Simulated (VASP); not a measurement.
Set up this calculation in VASP 6.6.1, as the native input.

```
Task                   : single point
Functional             : PBE
Potentials or basis    : VASP PAW PBE potentials, release 64 (Al, N)
Cutoff                 : 520 eV
k mesh                 : 6 × 6 × 4
Occupations            : gaussian, width 0.1 eV
Spin                   : no spin polarisation
Dipole correction      : no
Further INCAR settings : ALGO = Normal; EDIFF = 1e-06; NBANDS = 16
```

The structure of AlN lies in POSCAR:

```
AlN
1.0
    3.1110022100      0.0000000000      0.0000000000
   -1.5555011100      2.6942069500      0.0000000000
    0.0000000000      0.0000000000      4.9780001600
Al N
2 2
Direct
    0.3333333300      0.6666666700      0.0000000000
    0.6666666700      0.3333333300      0.5000000000
    0.3333333300      0.6666666700      0.3849999900
    0.6666666700      0.3333333300      0.8849999900
```

One way to write it, as run:

INCAR

```
ALGO = Normal
EDIFF = 1E-6
ENCUT = 520
GGA = PE
ISIF = 2
ISMEAR = 0
LASPH = True
LCHARG = False
LREAL = False
LWAVE = False
NBANDS = 16
NELM = 80
PREC = Accurate
SIGMA = 0.1
```

KPOINTS

```
k-points
0
Gamma
  6 6 4
```

Potentials or basis: VASP PAW PBE potentials, release 64 (Al, N).

Command:

```bash
$ cat potpaw_PBE.64/Al/POTCAR potpaw_PBE.64/N/POTCAR > POTCAR
$ mpirun -np 1 vasp_std > vasp.out
```

It gave:

```yaml
Pressure: 3.8 GPa
Largest_force: 0.180 eV/Å
Band_gap_on_the_k_mesh: 4.16 eV, direct
```

Run time: 28 s on 1 thread of AMD EPYC 7R13, with other jobs on the host, peak memory 0.12 GiB.
